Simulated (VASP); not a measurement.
# Na4Li7S2Cl7 in VASP: a series of runs, part 2 of 2

VASP 6.6.1.

## 5. Single point, PBE+D3(BJ)

The input, INCAR:

```
PREC     = Accurate       # precision mode
ENCUT    = 520            # plane-wave cutoff, eV
EDIFF    = 1E-6           # SCF threshold, eV
ISMEAR   = -1             # smearing method
SIGMA    = 0.062          # smearing width, eV
LREAL    = Auto         
LASPH    = T              # aspherical terms in the spheres
NELM     = 60             # most SCF steps
ALGO     = Normal         # electronic algorithm
ISIF     = 2              # what is computed and relaxed
LWAVE    = F              # write WAVECAR
LCHARG   = T              # write CHGCAR
GGA      = PE             # functional
IVDW     = 12             # dispersion correction
LELF     = T              # ELF
LVHAR    = T            
ISYM     = 0            
NBANDS   = 71             # bands
```

The input, KPOINTS:

```
Automatic mesh
0
Gamma
  1 1 1
  0.25 0.25 0.25
```

The input, POSCAR:

```
Na4Li7S2Cl7
1.0
    7.4728680000      0.0415700000     -0.1084870000
    0.0415700000      7.3694800000     -0.0643420000
   -0.1084870000     -0.0643420000      7.5562280000
Na S Li Cl
4 2 7 7
Direct
    0.7045138640      0.5099813788      0.5348017314
    0.9086657251      0.9546117157      0.5459292713
    0.3930095660      0.7551053348      0.8796753375
    0.8717644465      0.0676089317     -0.0107096817
    0.5839535976      0.6022292481      0.1916065805
    0.1170844387      0.4119909946      0.1253239664
    1.0665251950      0.1998056781      0.3294489017
    0.4752606437      0.8781352267      0.2547414634
    0.2125308429      0.6411170490      0.3696679860
    0.8367224787      0.5420591959      0.0528730319
    0.4431126810      0.2994657664      0.0851103476
    0.1497804709      0.4808316847      0.8137275511
    0.4068507526      0.1656097547      0.5625961366
    0.8355843643      0.7090305375      0.7902242341
    0.5401071701      0.1134035069      0.8642120401
   -0.0211911869      0.2917567541      0.6520724685
    0.6569912951      0.1018315900      0.3841968589
    0.1924382363      0.9132070172      0.1274673836
    0.3917683225      0.4906894823      0.6531835345
    0.2557068410      0.9026003494      0.5241048814
```

Potentials or basis: VASP PAW PBE potentials, release 64 (Na_pv, S, Li_sv, Cl).

On the command line:

```sh
$ cat potpaw_PBE.64/Na_pv/POTCAR potpaw_PBE.64/S/POTCAR potpaw_PBE.64/Li_sv/POTCAR potpaw_PBE.64/Cl/POTCAR > POTCAR
$ mpirun -np 1 vasp_std > vasp.out
```

OUTCAR:

```text
PREC = Accurate
   ENCUT = 520
   EDIFF = 1E-6
   ISMEAR = -1
   LREAL = Auto
   LASPH = T
   NELM = 60
   ISIF = 2
   GGA = PE
   IVDW = 12
   ISYM = 0
 IVDW          = 12

 ion  position               nearest neighbor table
   1  0.705  0.510  0.535-  19 2.53  14 2.58  16 2.73
   2  0.909  0.955  0.546-  17 2.46  20 2.63  16 2.65  14 2.68
   3  0.393  0.755  0.880-  19 2.57  18 2.68
   4  0.872  0.068  0.989-  15 2.65
   5  0.584  0.602  0.192-  10 2.22   8 2.23  11 2.58
   6  0.117  0.412  0.125-   7 2.26  10 2.35  12 2.44   9 2.57  11 2.59
   7  0.067  0.200  0.329-   6 2.26  16 2.62
   8  0.475  0.878  0.255-   5 2.23  18 2.31  17 2.33
   9  0.213  0.641  0.370-  20 2.26   6 2.57
  10  0.837  0.542  0.053-   5 2.22   6 2.35  14 2.35
  11  0.443  0.299  0.085-  15 2.27   5 2.58   6 2.59
  12  0.150  0.481  0.814-  19 2.21  16 2.23   6 2.44
  13  0.407  0.166  0.563-  20 2.26  17 2.37  19 2.48  15 2.50
  14  0.836  0.709  0.790-  10 2.35   1 2.58   2 2.68
  15  0.540  0.113  0.864-  11 2.27  13 2.50   4 2.65
  16  0.979  0.292  0.652-  12 2.23   7 2.62   2 2.65   1 2.73
  17  0.657  0.102  0.384-   8 2.33  13 2.37   2 2.46
  18  0.192  0.913  0.127-   8 2.31   3 2.68
[... 169 lines left out ...]
      1     -44.7136      2.00000
      2     -44.6026      2.00000
      3     -44.3040      2.00000
      4     -43.9730      2.00000
      5     -43.7008      2.00000
      6     -43.4426      2.00000
[... 59 lines left out ...]
     66       7.4219      0.00000
     67       7.6037      0.00000
 [bands above 67 left out]

------------------------ aborting loop because EDIFF is reached ----------------------------------------

 Edisp (eV)   -4.07438

 E8    (eV) :    -1.6295

  FORCE on cell =-STRESS in cart. coord.  units (eV):
  Direction    XX          YY          ZZ          XY          YZ          ZX
  --------------------------------------------------------------------------------------
  -------------------------------------------------------------------------------------
  Total       0.37393     1.08514    -1.14392     1.66876     0.14295     0.40843
  in kB       1.44017     4.17928    -4.40568     6.42704     0.55057     1.57304
  external pressure =        0.40 kB  Pullay stress =        0.00 kB

 VOLUME and BASIS-vectors are now :
 -----------------------------------------------------------------------------
  energy-cutoff  :      520.00
  volume of cell :      416.00
      direct lattice vectors                 reciprocal lattice vectors
     7.472868000  0.041570000 -0.108487000     0.133849345 -0.000738298  0.001915428
     0.041570000  7.369480000 -0.064342000    -0.000738298  0.135708946  0.001144975
    -0.108487000 -0.064342000  7.556228000     0.001915428  0.001144975  0.132378413

 POSITION                                       TOTAL-FORCE (eV/Angst)
 -----------------------------------------------------------------------------------
      5.22792      3.75317      3.93184         0.139696     -0.209201     -0.636363
      6.77080      7.03764      3.96517        -0.031061     -0.568174      0.580074
      2.87286      5.52447      6.55581         0.535202      0.439954      0.328966
      6.41007      0.47083      7.37638         0.236175      0.005688     -0.092967
      4.36806      4.45006      1.34572        -0.265977     -0.329821      0.216914
      0.87849      3.03296      0.90777         0.040239     -0.106009      0.117305
[... 12 lines left out ...]
      2.87717      3.59039      4.86153        -0.356412     -0.296351     -0.392500
      1.89153      6.62860      3.87444        -0.086550      0.266059      0.721231
 -----------------------------------------------------------------------------------
    total drift:                               -0.002032      0.005897     -0.000473

  FREE ENERGIE OF THE ION-ELECTRON SYSTEM (eV)
  ---------------------------------------------------
  free  energy   TOTEN  =       -72.8661708995 eV

  energy  without entropy=      -72.8661708995  energy(sigma->0) =      -72.86617090
```

stdout:

```text
POSCAR found type information on POSCAR NaS LiCl
 POSCAR found :  4 types and      20 ions
 scaLAPACK will be used
 LDA part: xc-table for (Slater+PW92), standard interpolation
 POSCAR, INCAR and KPOINTS ok, starting setup
 FFT: planning ... GRIDC
 FFT: planning ... GRID_SOFT
 FFT: planning ... GRID
 WAVECAR not read
 entering main loop
```

Run time: 55 s. Hardware: 1 thread of Intel Xeon Platinum 8488C (Sapphire Rapids), shared host; peak memory 0.46 GiB.

What came out:

```
Free energy                : -72.8662 eV
Largest force              : 1.086 eV/Å
Band gap on the k mesh     : 3.35 eV
Dispersion energy per atom : -0.204 eV
```

Forces in eV/Å, atoms in the order of the input:
```
Na   0.140 -0.209 -0.636
Na  -0.031 -0.568  0.580
Na   0.535  0.440  0.329
Na   0.236  0.006 -0.093
S   -0.266 -0.330  0.217
S    0.040 -0.106  0.117
Li   0.177  0.213 -0.043
Li   0.059  0.068  0.134
Li   0.384 -0.636 -0.791
Li   0.205  0.101  0.074
Li  -0.262  0.677  0.263
Li  -0.587 -0.303  0.549
Li   0.367  0.222  0.576
Cl   0.425  0.482 -0.023
Cl   0.070 -0.175  0.013
Cl   0.060 -0.507 -0.474
Cl  -0.446  0.378 -0.733
Cl  -0.663  0.278 -0.387
Cl  -0.356 -0.296 -0.393
Cl  -0.087  0.266  0.721
```

Caveat: the k points lie up to 0.85 Å⁻¹ apart; the cutoff is under 1.25 times the usual one of these potentials, so pressure, stress and relaxed cells hold a basis-set (Pulay) error.

## 6. Single point, PBE+D3(BJ)

The input, INCAR:

```
PREC = Accurate
ENCUT = 520
EDIFF = 1E-6
ISMEAR = -1
SIGMA = 0.062
LREAL = Auto
LASPH = T
NELM = 60
ALGO = Normal
ISIF = 2
LWAVE = F
LCHARG = F
GGA = PE
IVDW = 12
ISYM = 0
NBANDS = 71
```

KPOINTS is that of step 5.

The input, POSCAR:

```
Na4Li7S2Cl7
1.0
    7.4728680000      0.0415700000     -0.1084870000
    0.0415700000      7.3694800000     -0.0643420000
   -0.1084870000     -0.0643420000      7.5562280000
Na S Li Cl
4 2 7 7
Direct
    0.7294751384      0.4491784180      0.4814840959
    0.8839594827      0.8733742693      0.4873551671
    0.4186767819      0.7590843709      0.8485667710
    0.8789129639      0.0223360764     -0.0421702762
    0.6171813991      0.6004413970      0.1879347419
    0.1346152080      0.3834603389      0.1309292950
    1.1441578266      0.1542360713      0.3187386759
    0.5101488320      0.8848168924      0.2822616529
    0.3009752689      0.5826227958      0.2970778568
    0.8902909526      0.5328334489      0.0673874007
    0.4670199674      0.3033825445      0.0601102607
    0.0819451508      0.4212341318      0.7851631833
    0.4540253691      0.1608667073      0.5901249057
    0.8476987242      0.6994210576      0.7734346345
    0.5835639504      0.1152839074      0.8619440413
   -0.0482869466      0.2084900294      0.6267105968
    0.6530867868      0.1287407246      0.3319762006
    0.1891554204      0.9121330267      0.1061404403
    0.3574623884      0.4574840767      0.5796441641
    0.2597807577      0.9259136968      0.5584774538
```

Potentials or basis: VASP PAW PBE potentials, release 64 (Na_pv, S, Li_sv, Cl).

On the command line:

```sh
$ cat potpaw_PBE.64/Na_pv/POTCAR potpaw_PBE.64/S/POTCAR potpaw_PBE.64/Li_sv/POTCAR potpaw_PBE.64/Cl/POTCAR > POTCAR
$ mpirun -np 1 vasp_std > vasp.out
```

OUTCAR:

```text
PREC = Accurate
   ENCUT = 520
   EDIFF = 1E-6
   ISMEAR = -1
   LREAL = Auto
   LASPH = T
   NELM = 60
   ISIF = 2
   GGA = PE
   IVDW = 12
   ISYM = 0
 IVDW          = 12

 ion  position               nearest neighbor table
   1  0.729  0.449  0.481-   5 2.61  16 2.65  17 2.66
   2  0.884  0.873  0.487-  14 2.56  16 2.72
   3  0.419  0.759  0.849-
   4  0.879  0.022  0.958-  15 2.40  18 2.67
   5  0.617  0.600  0.188-  10 2.31   8 2.34   9 2.53   1 2.61  11 2.63
   6  0.135  0.383  0.131-  10 2.17   7 2.22   9 2.27  11 2.62  12 2.65
   7  0.144  0.154  0.319-   6 2.22  18 2.41  20 2.62
   8  0.510  0.885  0.282-  17 2.12   5 2.34
   9  0.301  0.583  0.297-   6 2.27  19 2.37   5 2.53
  10  0.890  0.533  0.067-   6 2.17   5 2.31  14 2.57
  11  0.467  0.303  0.060-  15 2.21   6 2.62   5 2.63
  12  0.082  0.421  0.785-  16 2.18  19 2.63   6 2.65
  13  0.454  0.161  0.590-  15 2.27  20 2.28  19 2.30  17 2.49
  14  0.848  0.699  0.773-   2 2.56  10 2.57
  15  0.584  0.115  0.862-  11 2.21  13 2.27   4 2.40
  16  0.952  0.208  0.627-  12 2.18   1 2.65   2 2.72
  17  0.653  0.129  0.332-   8 2.12  13 2.49   1 2.66
[... 166 lines left out ...]
 Fermi energy:         2.2642002721

 k-point     1 :       0.2500    0.2500    0.2500
  band No.  band energies     occupation
      1     -44.2330      2.00000
      2     -44.0123      2.00000
      3     -43.9924      2.00000
      4     -43.9556      2.00000
      5     -43.8691      2.00000
      6     -43.4862      2.00000
[... 59 lines left out ...]
     66       7.4905      0.00000
     67       7.7345      0.00000
 [bands above 67 left out]

------------------------ aborting loop because EDIFF is reached ----------------------------------------

 Edisp (eV)   -4.07494

 E8    (eV) :    -1.6296

  FORCE on cell =-STRESS in cart. coord.  units (eV):
  Direction    XX          YY          ZZ          XY          YZ          ZX
  --------------------------------------------------------------------------------------
  -------------------------------------------------------------------------------------
  Total       0.10239     2.78867    -2.89795     0.87477    -0.79840     1.56581
  in kB       0.39433    10.74025   -11.16114     3.36906    -3.07495     6.03056
  external pressure =       -0.01 kB  Pullay stress =        0.00 kB

 VOLUME and BASIS-vectors are now :
 -----------------------------------------------------------------------------
  energy-cutoff  :      520.00
  volume of cell :      416.00
      direct lattice vectors                 reciprocal lattice vectors
     7.472868000  0.041570000 -0.108487000     0.133849345 -0.000738298  0.001915428
     0.041570000  7.369480000 -0.064342000    -0.000738298  0.135708946  0.001144975
    -0.108487000 -0.064342000  7.556228000     0.001915428  0.001144975  0.132378413

 POSITION                                       TOTAL-FORCE (eV/Angst)
 -----------------------------------------------------------------------------------
      5.41771      3.30956      3.53016        -0.018446      0.045527      0.234086
      6.58915      6.44170      3.53047         0.181594      0.140374     -0.244213
      3.06821      5.55686      6.31770         0.153466     -0.040489      0.207265
      6.46502      0.13951      7.14079         0.938242     -0.037656      0.198133
      4.61669      4.43850      1.31449        -0.383702      0.538644     -0.097407
      1.00770      2.82307      0.95005         0.376835     -0.069635     -0.916698
[... 12 lines left out ...]
      2.62740      3.34898      4.31171        -0.104529      0.054983      0.510690
      1.91921      6.79837      4.13222         0.429797     -0.330382     -0.529440
 -----------------------------------------------------------------------------------
    total drift:                               -0.005596      0.004329     -0.000553

  FREE ENERGIE OF THE ION-ELECTRON SYSTEM (eV)
  ---------------------------------------------------
  free  energy   TOTEN  =       -73.5315811878 eV

  energy  without entropy=      -73.5315811877  energy(sigma->0) =      -73.53158119
```

OSZICAR:

```text
N       E                     dE             d eps       ncg     rms          rms(c)
DAV:   1     0.114217238625E+04    0.11422E+04   -0.48234E+04   142   0.157E+03
DAV:   2     0.108127447891E+03   -0.10340E+04   -0.97381E+03   166   0.408E+02
DAV:   3    -0.559457395956E+02   -0.16407E+03   -0.16249E+03   181   0.161E+02
DAV:   4    -0.692289380951E+02   -0.13283E+02   -0.13190E+02   196   0.480E+01
DAV:   5    -0.730968842169E+02   -0.38679E+01   -0.38578E+01   268   0.158E+01    0.885E+00
DAV:   6    -0.698491006365E+02    0.32478E+01   -0.65863E+00   180   0.880E+00    0.652E+00
DAV:   7    -0.694461019278E+02    0.40300E+00   -0.26023E+00   212   0.492E+00    0.460E+00
DAV:   8    -0.694516610927E+02   -0.55592E-02   -0.31108E-01   196   0.192E+00    0.987E-01
DAV:   9    -0.694509296168E+02    0.73148E-03   -0.71461E-02   188   0.930E-01    0.595E-01
DAV:  10    -0.694547229011E+02   -0.37933E-02   -0.11807E-02   236   0.352E-01    0.328E-01
DAV:  11    -0.694564936406E+02   -0.17707E-02   -0.69312E-03   156   0.310E-01    0.119E-01
DAV:  12    -0.694565704664E+02   -0.76826E-04   -0.13376E-03   236   0.109E-01    0.624E-02
DAV:  13    -0.694566136937E+02   -0.43227E-04   -0.19770E-04   180   0.499E-02    0.231E-02
DAV:  14    -0.694566299967E+02   -0.16303E-04   -0.33468E-05   164   0.216E-02    0.160E-02
DAV:  15    -0.694566372653E+02   -0.72686E-05   -0.11236E-05   164   0.119E-02    0.599E-03
DAV:  16    -0.694566398453E+02   -0.25800E-05   -0.32441E-06   140   0.766E-03    0.284E-03
DAV:  17    -0.694566400832E+02   -0.23790E-06   -0.71311E-07   116   0.432E-03
   1 F= -.73531581E+02 E0= -.73531581E+02  d E =-.104220E-09
```

stdout:

```text
POSCAR found type information on POSCAR NaS LiCl
 POSCAR found :  4 types and      20 ions
 scaLAPACK will be used
 LDA part: xc-table for (Slater+PW92), standard interpolation
 POSCAR, INCAR and KPOINTS ok, starting setup
 FFT: planning ... GRIDC
 FFT: planning ... GRID_SOFT
 FFT: planning ... GRID
 WAVECAR not read
 entering main loop
```

It took 54 s on 1 thread of Intel Xeon Platinum 8488C (Sapphire Rapids), shared host; peak memory 0.46 GiB.

What came out:

```
Free energy                : -73.5316 eV
Largest force              : 0.994 eV/Å
Band gap on the k mesh     : 3.98 eV
Dispersion energy per atom : -0.204 eV
```

Forces on the atoms (eV/Å):
```
Na  -0.018  0.046  0.234
Na   0.182  0.140 -0.244
Na   0.153 -0.040  0.207
Na   0.938 -0.038  0.198
S   -0.384  0.539 -0.097
S    0.377 -0.070 -0.917
Li   0.027 -0.196  0.288
Li  -0.673 -0.547 -0.356
Li   0.200  0.099 -0.105
Li  -0.614  0.521 -0.002
Li  -0.297  0.475  0.516
Li   0.449  0.181  0.297
Li   0.042 -0.003  0.061
Cl   0.098 -0.664 -0.038
Cl  -0.822  0.045 -0.240
Cl   0.043  0.157  0.081
Cl  -0.181  0.001 -0.184
Cl   0.155 -0.369  0.318
Cl  -0.105  0.055  0.511
Cl   0.430 -0.330 -0.529
```

Caveat: the k points lie up to 0.85 Å⁻¹ apart; the cutoff is under 1.25 times the usual one of these potentials, so pressure, stress and relaxed cells hold a basis-set (Pulay) error.
